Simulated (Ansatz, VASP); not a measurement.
## Ge: VASP beside Ansatz

```
Ge
1.0
     2.73004    0.00000    0.00000
     0.00000    2.73004    0.00000
     0.00000    0.00000    2.73004
Ge
1
Direct
  0.00000 0.00000 0.00000
```

Change from the starting cell: volume scaled by 1.02.

Alike in both runs: task single point; functional PBE; k mesh 13 × 13 × 13; occupations fermi-dirac, width 0.05 eV; no spin polarisation.

|  | VASP | Ansatz |
| --- | --- | --- |
| version | VASP 6.6.1 | Ansatz 0.2.0 |
| potentials or method | VASP PAW PBE potentials, release 64 (Ge_d), cutoff 520 eV | all-electron LAPW, scalar-relativistic |

```csv
,VASP,Ansatz,Ansatz less VASP
pressure (GPa),-1.4,-1.2,+0.12
```

Ansatz ran all-electron here, and VASP with PAW potentials.
